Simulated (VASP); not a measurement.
# Zr: single point with PBEsol

Crystal: Zr.

```xyz
2
Lattice="3.2320 0.0000 0.0000 -1.6160 2.7990 0.0000 0.0000 0.0000 5.1470" Properties=species:S:1:pos:R:3 pbc="T T T"
Zr    0.0000    1.7160    1.2868
Zr    1.6160    0.9330    3.8603
```

This cell differs from its parent crystal: atom 1 (Zr) moved by (-0.150, +0.000) A along y and z.

* Program: VASP 6.6.1
* Task: single point
* Functional: PBEsol
* Potentials or basis: VASP PAW PBE potentials, release 64 (Zr_sv)
* Cutoff: 520 eV
* k mesh: 18 × 18 × 10
* Occupations: gaussian, width 0.15 eV
* Spin: no spin polarisation

```yaml
Pressure: -3.4 GPa
Largest_force: 0.119 eV/Å
Band_gap_on_the_k_mesh: zero (band 12 reaches 9.83 eV, above the bottom of band 13 at 8.49 eV)
```

Forces in eV/Å, atoms in the order of the input:
```
Zr   0.000  0.119  0.000
Zr   0.000 -0.119  0.000
```

Stress tensor (GPa, compression positive):
```
-2.80  0.00  0.00
 0.00 -4.33  0.00
 0.00  0.00 -2.92
```

Levels at points of the mesh, in eV from the Fermi level:
```tsv
k point	band 9	band 10	band 11	band 12	band 13	band 14	band 15	band 16
(0.00, 0.00, 0.00)	-5.64	-3.01	0.80	0.87	0.99	1.21	1.60	1.71
(0.50, 0.00, 0.00)	-2.52	-2.40	-1.98	-0.23	0.54	0.65	1.36	4.89
(0.00, 0.50, 0.00)	-2.66	-2.56	-2.35	-0.07	0.45	1.34	1.64	5.06
(0.00, 0.00, 0.50)	-3.93	-3.93	0.07	0.07	0.75	0.75	0.86	0.86
(0.50, 0.00, 0.50)	-2.89	-2.89	-1.05	-1.05	1.67	1.67	2.33	2.33
(0.00, 0.50, 0.50)	-2.75	-2.75	-1.08	-1.08	1.61	1.61	2.20	2.20
```

Run time: 9.6 min on 1 thread of Intel(R) Xeon(R) Platinum 8259CL CPU @ 2.50GHz (Skylake/Cascade Lake), on a shared host, peak memory 0.47 GiB.

Caveat: the cell differs from its parent crystal (atom 1 (Zr) moved by (-0.150, +0.000) A along y and z); the PAW data sets were made with another functional, which shifts forces and pressure a little.
